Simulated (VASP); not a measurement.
# TiAl3 (Pm) in VASP: a series of runs

TiAl3 is run at these levels: PBEsol; tasks: single point.

All numbers are computed with VASP 6.6.1; they aren't measurements. Logs are shortened: lines on timing, memory, paths and dates and some standing lists are left out, and cuts for length are marked.

### 1 The cell of the first run

It takes space group Pm (No. 6, monoclinic). Conventional cell: a = 4.671 Å, b = 2.781 Å, c = 4.893 Å, α = 90.00°, β = 90.00°, γ = 90.00°. Ti (site symmetry m) has 10 Al at 2.74 to 2.93 Å and 2 Ti at 2.78 Å within 3.6 Å. Within 3.7 Å of Al (site symmetry m) lie 8 Al at 2.78 to 2.85 Å and 4 Ti at 2.81 to 2.82 Å. Within 3.6 Å of Al (site symmetry m) lie 4 Ti at 2.76 to 2.93 Å and 8 Al at 2.78 to 2.84 Å. Al (site symmetry m) has 2 Ti at 2.74 to 2.90 Å and 10 Al at 2.78 to 2.85 Å within 3.6 Å.

### 2 Single point, PBEsol (all Al atoms moved -0.100 Å, as atom 2 along Cartesian [0 1 0])

The input, INCAR:

```
ALGO = Fast
EDIFF = 1E-6
ENCUT = 520
GGA = PS
ISIF = 2
ISMEAR = 0
LASPH = True
LCHARG = False
LREAL = False
LWAVE = False
NBANDS = 18
NELM = 100
PREC = Accurate
SIGMA = 0.15
```

The input, KPOINTS:

```
k-points
0
Gamma
  18 10 10
```

The input, POSCAR:

```
TiAl3
1.0
    2.7813912058      0.0000000000      0.0000000000
    0.0000000000      4.6710700323      0.0000000000
    0.0000000000      0.0000000000      4.8934030395
Ti Al
1 3
Direct
    0.0000000000      0.5000000000      0.1631682049
    0.5000000000      0.4785916290      0.6640465240
    0.5000000000     -0.0214083710      0.3331101826
    0.0000000000     -0.0214083710      0.8396740885
```

Potentials or basis: VASP PAW PBE potentials, release 64 (Ti_sv, Al).

On the command line:

```sh
cat potpaw_PBE.64/Ti_sv/POTCAR potpaw_PBE.64/Al/POTCAR > POTCAR
mpirun -np 1 vasp_std > vasp.out
```

OUTCAR:

```text
EDIFF = 1E-6
   ENCUT = 520
   GGA = PS
   ISIF = 2
   ISMEAR = 0
   LASPH = True
   LREAL = False
   NELM = 100
   PREC = Accurate

 ion  position               nearest neighbor table
   1  0.000  0.500  0.163-   4 2.74   3 2.76   3 2.76   2 2.81   2 2.81   2 2.82   2 2.82   4 2.90
                             3 2.93   3 2.93
   2  0.500  0.479  0.664-   1 2.81   1 2.81   1 2.82   1 2.82   3 2.84   3 2.84   4 2.85   4 2.85
                             4 2.85   4 2.85
   3  0.500  0.979  0.333-   1 2.76   1 2.76   4 2.79   4 2.79   2 2.84   2 2.84   4 2.84   4 2.84
                             1 2.93   1 2.93
   4  0.000  0.979  0.840-   1 2.74   3 2.79   3 2.79   3 2.84   3 2.84   2 2.85   2 2.85   2 2.85
                             2 2.85   1 2.90

  LATTYP: Found a simple orthorhombic cell.
 ALAT       =     2.7813912058
 B/A-ratio  =     1.6794005901
 C/A-ratio  =     1.7593364893

  Lattice vectors:

 A1 = (   2.7813912058,   0.0000000000,   0.0000000000)
 A2 = (   0.0000000000,   4.6710700323,   0.0000000000)
 A3 = (   0.0000000000,   0.0000000000,   4.8934030395)

Analysis of symmetry for initial positions (statically):
=====================================================================
 Subroutine PRICEL returns:
 Original cell was already a primitive cell.

 Routine SETGRP: Setting up the symmetry group for a
 simple orthorhombic supercell.

 Subroutine GETGRP returns: Found  2 space group operations
 (whereof  2 operations were pure point group operations)
 out of a pool of  8 trial point group operations.

The static configuration has the point symmetry C_1h.

Analysis of symmetry for dynamics (positions and initial velocities):
=====================================================================
 Subroutine PRICEL returns:
 Original cell was already a primitive cell.

 Routine SETGRP: Setting up the symmetry group for a
 simple orthorhombic supercell.

 Subroutine GETGRP returns: Found  2 space group operations
 (whereof  2 operations were pure point group operations)
 out of a pool of  8 trial point group operations.

The dynamic configuration has the point symmetry C_1h.

 Subroutine INISYM returns: Found  2 space group operations
 (whereof  2 operations are pure point group operations),
 and found     1 'primitive' translations

----------------------------------------------------------------------------------------
[... 86 lines left out ...]
   NGXF,Y,Z  is equivalent  to a cutoff of  28.69, 25.63, 24.46 a.u.
 SYSTEM =  unknown system
   PREC   = accura    normal or accurate (medium, high low for compatibility)
   ISTART =      0    job   : 0-new  1-cont  2-samecut
   ICHARG =      2    charge: 1-file 2-atom 10-const
   ISPIN  =      1    spin polarized calculation?
   LNONCOLLINEAR =      F non collinear calculations
   LSORBIT =      F    spin-orbit coupling
   LASPH  =      T    aspherical Exc in radial PAW
   ENCUT  =  520.0 eV  38.22 Ry    6.18 a.u.   5.17  8.69  9.10*2*pi/ulx,y,z
   NELM   =    100;   NELMIN=  2; NELMDL= -5     # of ELM steps
   EDIFF  = 0.1E-05   stopping-criterion for ELM
   LREAL  =      F    real-space projection
[... 7 lines left out ...]
   TEBEG  =    0.0;   TEEND  =   0.0 temperature during run
   PSTRESS=    0.0 pullay stress
   NELECT =      21.0000    total number of electrons
   NUPDOWN=      -1.0000    fix difference up-down
   EMIN   =  10.00;   EMAX   =-10.00  energy-range for DOS
   EFERMI =   0.00;   METHOD = LEGACY
   ISMEAR =     0;   SIGMA  =   0.15  broadening in eV -4-tet -1-fermi 0-gaus
   EFERMI_NEDOS =   21; number of points for ismear=-14 and -15
   IALGO  =     68    algorithm
   IMIX   =      4    mixing-type and parameters
     AMIX     =   0.40;   BMIX     =  1.00
     AMIX_MAG =   1.60;   BMIX_MAG =  1.00
  volume/ion in A,a.u.               =      15.89       107.26
  Fermi-wavevector in a.u.,A,eV,Ry     =   1.131666  2.138538 17.424533  1.280667
  Thomas-Fermi vector in A             =   2.268365
   LORBIT       =      0    0 simple, 1 ext, 2 COOP (PROOUT), +10 PAW based schemes
   GGA     = PS    functional components
   LHFCALC =     F    Hartree Fock is set to
   AEXX    =    0.0000 exact exchange contribution
   IVDW    =     0    specifies the selected vdW correction
   LEPSILON=     F    determine dielectric tensor
   LRPA    =     F    only Hartree local field effects (RPA)
 non-spin polarized calculation
 RMM-DIIS sequential band-by-band and
 Gauss-broadening in eV      SIGMA  =   0.15
  energy-cutoff  :      520.00
  volume of cell :       63.58
 maximum number of plane-waves:      1736
 NGX is ok and might be reduce to    24
   NGX = 11   NGY = 17   NGZ = 19

 number of electron      21.0000000 magnetization

 Free energy of the ion-electron system (eV)
  ---------------------------------------------------
  ext. energy  EPLUGINS =         0.00000000
  ---------------------------------------------------
  free energy    TOTEN  =       -21.57363846 eV

  energy without entropy =      -21.54337293  energy(sigma->0) =      -21.55850569

 E-fermi :   8.2177     XC(G=0): -10.8085

 val. band max:        8.2170605654   @ k =   0.3333   0.1000   0.1000
 cond. band min:       8.2181994189   @ k =   0.3889   0.3000   0.3000
 fundamental gap:      0.0011388535
 Fermi energy:         8.2176943731

 k-point     1 :       0.0000    0.0000    0.0000
  band No.  band energies     occupation
      1     -47.9725      2.00000
      2     -24.4132      2.00000
      3     -24.3985      2.00000
      4     -23.9901      2.00000
      5      -2.0281      2.00000
      6       3.0243      2.00000
[... 481 lines left out ...]
      5      -1.2281      2.00000
      6       2.6435      2.00000
[... 10 lines left out ...]
     17      12.5055      0.00000
     18      14.9543      0.00000

 [... further k-points ...]
[... 5 lines left out ...]
  --------------------------------------------------------------------------------------
  -------------------------------------------------------------------------------------
  Total        0.0868741      0.1920349      0.1085677      0.0000000     -0.1296644      0.0000000
  in kB        2.1893299      4.8395098      2.7360368      0.0000000     -3.2676970      0.0000000
  external PRESSURE =       3.2549589 kB  Pullay stress =       0.0000000 kB

 VOLUME and BASIS-vectors are now :
 -----------------------------------------------------------------------------
  energy-cutoff  :      520.00
  volume of cell :       63.58
      direct lattice vectors                 reciprocal lattice vectors
     2.781391206  0.000000000  0.000000000     0.359532308  0.000000000  0.000000000
     0.000000000  4.671070032  0.000000000     0.000000000  0.214083710  0.000000000
     0.000000000  0.000000000  4.893403039     0.000000000  0.000000000  0.204356762

 POSITION                                       TOTAL-FORCE (eV/Angst)
 -----------------------------------------------------------------------------------
      0.00000      2.33554      0.79845         0.000000     -0.670574      0.005592
      1.39070      2.23554      3.24945         0.000000     -0.060413     -0.002081
      1.39070      4.57107      1.63004         0.000000      0.493078      0.032057
      0.00000      4.57107      4.10886         0.000000      0.237908     -0.035569
 -----------------------------------------------------------------------------------
    total drift:                                0.000000      0.000233     -0.000055

  FREE ENERGIE OF THE ION-ELECTRON SYSTEM (eV)
  ---------------------------------------------------
  free  energy   TOTEN  =       -21.5736384596 eV

  energy  without entropy=      -21.5433729303  energy(sigma->0) =      -21.55850569
```

Run time: 8.1 min. Hardware: 1 thread of Intel Xeon 6975P-C (Granite Rapids), shared host; peak memory 0.62 GiB.

What came out:

```
Free energy            : -21.5736 eV
Pressure               : 0.3 GPa
Largest force          : 0.671 eV/Å
Band gap on the k mesh : zero (an odd number of electrons rules out a gap without spin polarisation)
```

Forces in eV/Å, atoms in the order of the input:
```
Ti   0.000 -0.671  0.006
Al   0.000 -0.060 -0.002
Al   0.000  0.493  0.032
Al   0.000  0.238 -0.036
```

Stress tensor (GPa, compression positive):
```
 0.22  0.00  0.00
 0.00  0.48 -0.33
 0.00 -0.33  0.27
```

Caveat: the cell differs from its parent crystal (all Al atoms moved -0.100 Å, as atom 2 along Cartesian [0 1 0]); the PAW data sets were made with another functional, which shifts forces and pressure a little.

### 3 Single point, PBEsol (all Al atoms moved +0.075 Å, as atom 2 along Cartesian [0 1 0])

The input, INCAR:

```
PREC = Accurate ; ENCUT = 520
EDIFF = 1E-6 ; ISMEAR = 0
SIGMA = 0.15 ; LREAL = False
LASPH = True ; NELM = 80
ALGO = Fast ; ISIF = 2
LWAVE = False ; LCHARG = True
GGA = PS ; LELF = True
LVHAR = True ; NBANDS = 18
```

The input, KPOINTS:

```
regular mesh
0
Gamma
  18 10 10
```

The input, POSCAR:

```
TiAl3
1.0
    2.7813912058      0.0000000000      0.0000000000
    0.0000000000      4.6710700323      0.0000000000
    0.0000000000      0.0000000000      4.8934030395
Ti Al
1 3
Direct
    0.0000000000      0.5000000000      0.1631682049
    0.5000000000      0.5160562782      0.6640465240
    0.5000000000      0.0160562782      0.3331101826
    0.0000000000      0.0160562782      0.8396740885
```

Potentials or basis: VASP PAW PBE potentials, release 64 (Ti_sv, Al).

On the command line:

```sh
cat potpaw_PBE.64/Ti_sv/POTCAR potpaw_PBE.64/Al/POTCAR > POTCAR
mpirun -np 1 vasp_std > vasp.out
```

Run time: 7.4 min. Hardware: 1 thread of Intel Xeon 6975P-C (Granite Rapids), shared host; peak memory 0.62 GiB.

The run converged. Its results:

| Property | Result |
| --- | --- |
| Free energy | -21.5883 eV |
| Pressure | 0.2 GPa |
| Largest force | 0.501 eV/Å |
| Band gap on the k mesh | zero (an odd number of electrons rules out a gap without spin polarisation) |

Forces on the atoms (eV/Å):
```
Ti   0.000  0.501  0.002
Al   0.000  0.046 -0.001
Al   0.000 -0.369  0.020
Al   0.000 -0.178 -0.021
```

Stress tensor (GPa, compression positive):
```
0.13 0.00 0.00
0.00 0.29 0.25
0.00 0.25 0.23
```

Levels at points of the mesh, in eV from the Fermi level:
| k point | band 9 | band 10 | band 11 | band 12 | band 13 | band 14 |
| --- | --- | --- | --- | --- | --- | --- |
| (0.00, 0.00, 0.00) | -2.70 | -0.86 | -0.43 | 2.52 | 2.59 | 2.65 |
| (0.50, 0.00, 0.00) | -1.75 | 0.45 | 0.62 | 0.83 | 1.43 | 1.64 |
| (0.00, 0.50, 0.00) | -2.05 | -1.56 | -0.19 | 2.44 | 2.53 | 2.70 |
| (0.50, 0.50, 0.00) | -1.71 | -0.48 | -0.26 | 0.78 | 1.23 | 1.38 |
| (0.00, 0.00, 0.50) | -2.18 | -1.12 | -0.34 | 2.29 | 2.43 | 2.60 |
| (0.50, 0.00, 0.50) | -1.33 | -0.14 | -0.13 | 0.61 | 1.28 | 1.98 |
| (0.00, 0.50, 0.50) | -0.22 | -0.07 | 0.71 | 2.44 | 2.48 | 3.60 |
| (0.50, 0.50, 0.50) | -2.76 | -2.69 | -0.64 | -0.18 | 1.09 | 2.14 |

Caveat: the cell differs from its parent crystal (all Al atoms moved +0.075 Å, as atom 2 along Cartesian [0 1 0]); the PAW data sets were made with another functional, which shifts forces and pressure a little.

### 4 Single point, PBEsol (all Al atoms moved -0.050 Å, as atom 2 along Cartesian [0 1 0])

The input, INCAR:

```
PREC     = Accurate       # precision mode
ENCUT    = 520            # plane-wave cutoff, eV
EDIFF    = 1E-7           # SCF threshold, eV
ISMEAR   = 0              # smearing method
SIGMA    = 0.15           # smearing width, eV
LREAL    = F              # projectors in reciprocal space
LASPH    = T              # aspherical terms in the spheres
NELM     = 100            # most SCF steps
ALGO     = Fast           # electronic algorithm
ISIF     = 2              # what is computed and relaxed
LWAVE    = F              # write WAVECAR
LCHARG   = T              # write CHGCAR
GGA      = PS             # functional
LELF     = T              # ELF
LVHAR    = T            
NBANDS   = 18             # bands
```

KPOINTS is that of step 3.

The input, POSCAR:

```
TiAl3
1.0
    2.7813912058      0.0000000000      0.0000000000
    0.0000000000      4.6710700323      0.0000000000
    0.0000000000      0.0000000000      4.8934030395
Ti Al
1 3
Direct
    0.0000000000      0.5000000000      0.1631682049
    0.5000000000      0.4892958145      0.6640465240
    0.5000000000     -0.0107041855      0.3331101826
    0.0000000000     -0.0107041855      0.8396740885
```

On the command line:

```sh
cat potpaw_PBE.64/Ti_sv/POTCAR potpaw_PBE.64/Al/POTCAR > POTCAR
mpirun -np 1 vasp_std > vasp.out
```

Wall time 8.7 min (1 thread of Intel Xeon 6975P-C (Granite Rapids), shared host); peak memory 0.62 GiB.

The run converged. Its results:

```yaml
Free_energy: -21.5987 eV
Pressure: 0.1 GPa
Largest_force: 0.333 eV/Å
Band_gap_on_the_k_mesh: zero (an odd number of electrons rules out a gap without spin polarisation)
```

Forces in eV/Å, atoms in the order of the input:
```
Ti   0.000 -0.333  0.000
Al   0.000 -0.030 -0.001
Al   0.000  0.245  0.011
Al   0.000  0.118 -0.011
```

Stress tensor (GPa, compression positive):
```
 0.06  0.00  0.00
 0.00  0.14 -0.16
 0.00 -0.16  0.19
```

Levels at points of the mesh, in eV from the Fermi level:
| k point | band 8 | band 9 | band 10 | band 11 | band 12 | band 13 | band 14 | band 15 |
| --- | --- | --- | --- | --- | --- | --- | --- | --- |
| (0.00, 0.00, 0.00) | -3.58 | -2.70 | -0.86 | -0.43 | 2.52 | 2.59 | 2.66 | 2.76 |
| (0.50, 0.00, 0.00) | -1.95 | -1.75 | 0.45 | 0.64 | 0.82 | 1.43 | 1.64 | 2.32 |
| (0.00, 0.50, 0.00) | -3.24 | -2.05 | -1.56 | -0.19 | 2.45 | 2.53 | 2.70 | 3.10 |
| (0.50, 0.50, 0.00) | -3.18 | -1.71 | -0.48 | -0.25 | 0.80 | 1.20 | 1.37 | 3.44 |
| (0.00, 0.00, 0.50) | -2.33 | -2.18 | -1.12 | -0.34 | 2.29 | 2.42 | 2.60 | 3.20 |
| (0.50, 0.00, 0.50) | -3.37 | -1.33 | -0.14 | -0.13 | 0.61 | 1.28 | 1.98 | 3.36 |
| (0.00, 0.50, 0.50) | -4.86 | -0.22 | -0.07 | 0.72 | 2.45 | 2.47 | 3.60 | 4.90 |
| (0.50, 0.50, 0.50) | -3.22 | -2.76 | -2.69 | -0.65 | -0.18 | 1.09 | 2.14 | 2.40 |

Caveat: the cell differs from its parent crystal (all Al atoms moved -0.050 Å, as atom 2 along Cartesian [0 1 0]); the PAW data sets were made with another functional, which shifts forces and pressure a little.

### 5 The runs side by side

```tsv
cell	further INCAR settings	gap on the mesh (eV)	pressure (GPa)	largest force (eV/Å)
as given, atomic positions A	ALGO = Fast; EDIFF = 1e-06; NBANDS = 18	none	0.3	0.67
as given, atomic positions B	ALGO = Fast; EDIFF = 1e-06; NBANDS = 18	none	0.2	0.50
as given, atomic positions C	ALGO = Fast; EDIFF = 1e-07; NBANDS = 18	none	0.1	0.33
```

Alike in all rows: task single point; level PBEsol; potentials or basis VASP PAW PBE potentials, release 64 (Ti_sv, Al); no spin polarisation; k mesh 18 × 10 × 10; cutoff (eV) 520; smearing gaussian 0.15 eV.

Caveats: the PAW data sets were made with another functional, which shifts forces and pressure a little.

Absolute energies hang on the potentials; compare differences alone.
